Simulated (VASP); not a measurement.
Zn:

```xyz
2
Lattice="2.6700 0.0000 0.0000 -1.3350 2.3123 0.0000 0.0000 0.0000 4.9660" Properties=species:S:1:pos:R:3 pbc="T T T"
Zn    0.0000    1.5415    1.2415
Zn    1.3350    0.7708    3.7245
```

* Program: VASP 6.6.1
* Task: relaxation of cell and atoms
* Functional: PBE
* Dispersion: D4
* Potentials or basis: VASP PAW PBE potentials, release 64 (Zn)
* Cutoff: 600 eV
* k mesh: 10 × 10 × 4
* Occupations: gaussian, width 0.1 eV
* Spin: no spin polarisation

At the start: pressure -4.0 GPa; volume 15.33 Å³/atom.

**Question.** How do energy, volume and symmetry change on relaxing?

**Answer.** Over 4 steps the energy falls by 12.2 meV/atom and the volume is 14.48 Å³/atom (-5.6 %); space group P6_3/mmc (No. 194, to 0.1 Å) before and after.

The path:
```csv
step,energy change (eV),largest force (eV/Å),pressure (GPa),volume (Å³)
1,0.0000,0.0000,-3.96,30.66
2,-0.0229,0.0000,0.10,29.01
3,-0.0229,0.0000,0.15,28.98
4,-0.0243,0.0000,0.07,28.95
```

Final structure:
```cif
data_structure
_symmetry_space_group_name_H-M 'P 1'
_symmetry_Int_Tables_number 1
_cell_length_a 2.6343
_cell_length_b 2.6343
_cell_length_c 4.8180
_cell_angle_alpha 90.000
_cell_angle_beta 90.000
_cell_angle_gamma 120.000
_cell_volume 28.95
loop_
_atom_site_label
_atom_site_type_symbol
_atom_site_fract_x
_atom_site_fract_y
_atom_site_fract_z
_atom_site_occupancy
Zn1 Zn 0.33333 0.66667 0.25000 1
Zn2 Zn 0.66667 0.33333 0.75000 1
```
